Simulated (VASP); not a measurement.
Write the native input for VASP 6.6.1 that does the following.

```
Task                   : single point
Functional             : PBEsol
Potentials or basis    : VASP PAW PBE potentials, release 64 (B, P)
Cutoff                 : 520 eV
k mesh                 : 8 × 8 × 8
Occupations            : gaussian, width 0.01 eV
Spin                   : no spin polarisation
Dipole correction      : no
Further INCAR settings : ALGO = Normal; EDIFF = 1e-06; NBANDS = 11
```

The structure of BP lies in POSCAR:

```
BP
1.0
    2.2713722090      2.2713722090      0.0000000000
   -2.2713722090      2.2713722090      0.0000000000
    0.0000000000      2.2713722090      2.2532916342
B P
1 1
Direct
    0.0000000000      0.0000000000      0.0000000000
    0.7500000000      0.2500000000      0.5000000000
```

This cell differs from its parent crystal: in-plane strain +0.005.

One way to write it, as run:

INCAR

```
ALGO = Normal
EDIFF = 1E-6
ENCUT = 520
GGA = PS
ISIF = 2
ISMEAR = 0
LASPH = True
LCHARG = False
LREAL = False
LWAVE = False
NBANDS = 11
NELM = 100
PREC = Accurate
SIGMA = 0.01
```

KPOINTS

```
k-points
0
Gamma
  8 8 8
```

Potentials or basis: VASP PAW PBE potentials, release 64 (B, P).

Command:

```bash
$ cat potpaw_PBE.64/B/POTCAR potpaw_PBE.64/P/POTCAR > POTCAR
$ mpirun -np 1 vasp_std > vasp.out
```

Results of the run:

| Property | Result |
| --- | --- |
| Pressure | -1.0 GPa |
| Band gap on the k mesh | 1.04 eV, indirect (least direct gap 3.28 eV) |

Caveat: the cell differs from its parent crystal (in-plane strain +0.005); the PAW data sets were made with another functional, which shifts forces and pressure a little.

Run time: 5.5 s on 1 thread of Intel(R) Xeon(R) 6975P-C (Granite Rapids) (shared host), peak memory 0.13 GiB.
